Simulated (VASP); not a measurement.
Here is a VASP 6.6.1 calculation.

File INCAR:

```
SYSTEM = K
PREC = Accurate ; ENCUT = 520
EDIFF = 1E-6 ; ISMEAR = 0
SIGMA = 0.15 ; LREAL = .False.
LASPH = .True. ; NELM = 100
ALGO = Normal ; ISIF = 2
LWAVE = .False. ; LCHARG = .True.
GGA = PS ; LELF = .True.
LVHAR = .True. ; NBANDS = 10
```

KPOINTS

```
Automatic mesh
0
Gamma
  14 14 14
  0 0 0
```

POSCAR

```
K
1.0
   -2.6180000000      2.6180000000      2.5394600000
    2.6180000000     -2.6180000000      2.5394600000
    2.6180000000      2.6180000000     -2.5394600000
K
1
Direct
    0.0000000000      0.0000000000      0.0000000000
```

Potentials or basis: VASP PAW PBE potentials, release 64 (K_sv).

Run with:

```console
$ cat potpaw_PBE.64/K_sv/POTCAR > POTCAR
$ mpirun -np 1 vasp_std > vasp.out
```

Question: Estimate the pressure.

Answer: 0.1 GPa.

Caveat: the cell differs from its parent crystal (strain +0.000 along x and y, -0.030 along z); the PAW data sets were made with another functional, which shifts forces and pressure a little.
